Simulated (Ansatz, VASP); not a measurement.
## Two plane-wave programs on H3C2

```
CELL_PARAMETERS angstrom
7.69700 0.00000 0.00000
0.00000 7.69700 0.00000
0.00000 0.00000 7.69700
ATOMIC_POSITIONS crystal
C 0.04929 0.82869 0.82880
C 0.06012 0.76065 0.68749
C 0.19680 0.36372 0.97584
C 0.12200 0.28503 0.86303
C 0.70913 0.55628 0.01007
C 0.77930 0.52214 0.14667
C 0.50631 0.67026 0.49345
C 0.57439 0.81343 0.42346
C 0.65647 0.07588 0.87122
C 0.49236 0.06110 0.81645
C 0.98904 0.10362 0.33560
C 0.15860 0.07080 0.35441
H 0.07187 0.69798 0.56341
H 0.04060 0.88706 0.95528
H 0.05700 0.21464 0.76209
H 0.26331 0.43424 0.07549
H 0.84143 0.49298 0.26814
H 0.64826 0.58747 0.88830
H 0.50403 0.54748 0.42285
H 0.44763 0.67132 0.62251
H 0.63087 0.81257 0.29396
H 0.57592 0.93570 0.49474
H 0.74109 0.17885 0.82286
H 0.71316 0.98528 0.96565
H 0.43642 0.15070 0.72098
H 0.40674 0.95809 0.86333
H 0.93765 0.16531 0.21833
H 0.89487 0.06515 0.43502
H 0.25243 0.10234 0.25221
H 0.20971 0.00558 0.46975
```

Alike in both runs: functional PBE; dispersion D3(BJ); k mesh 1 × 1 × 1; occupations fermi-dirac, width 0.05 eV; no spin polarisation.

Ansatz relaxed the structure, and its values are those at the end. VASP's run is a single point on that final structure, the one shown.

|  | VASP | Ansatz |
| --- | --- | --- |
| version | VASP 6.6.1 | Ansatz 0.2.0 |
| potentials or method | VASP PAW PBE potentials, release 64 (C, H), cutoff 520 eV | scalar-relativistic, plane waves, PAW |
| valence electrons in the cell | 66 | 66 |

Ansatz gave:

| Property | Result |
| --- | --- |
| rms of the force components (eV/Å) | 0.089 |

Problem. Estimate VASP's values.

Solution. rms of the force components (eV/Å): 0.075.
